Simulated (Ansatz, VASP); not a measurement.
# Two plane-wave programs on Ir

```
Ir
1.0
     4.38134    0.00000    0.00000
    -2.19067    3.79435    0.00000
     0.00000    0.00000    2.69831
Ir
3
Cartesian
  0.0000 0.0000 0.0000
  0.0000 2.5296 1.3492
  2.1907 1.2648 1.3492
```

Alike in both runs: functional PBE; k mesh 12 × 12 × 16; occupations gaussian, width 0.1 eV; no spin polarisation.

Ansatz relaxed the structure, and its values are those at the end. VASP's run is a single point on that final structure, the one shown.

|  | VASP | Ansatz |
| --- | --- | --- |
| version | VASP 6.6.1 | Ansatz 0.2.0 |
| potentials or method | VASP PAW PBE potentials, release 64 (Ir), cutoff 520 eV | scalar-relativistic, plane waves, PAW |
| valence electrons in the cell | 27 | 51 |

|  | VASP | Ansatz | Ansatz less VASP |
| --- | --- | --- | --- |
| gap on the k mesh at the Fermi level (eV) | none | none | - |
| pressure (GPa) | 0.4 | 0.0 | -0.39 |

A gap of «none» marks a metal or a gap that the smearing closes. VASP's potentials hold 27 valence electrons a cell and Ansatz's 51, so a difference there can come from the potentials and not from the codes.

Neither program's run includes spin-orbit coupling.
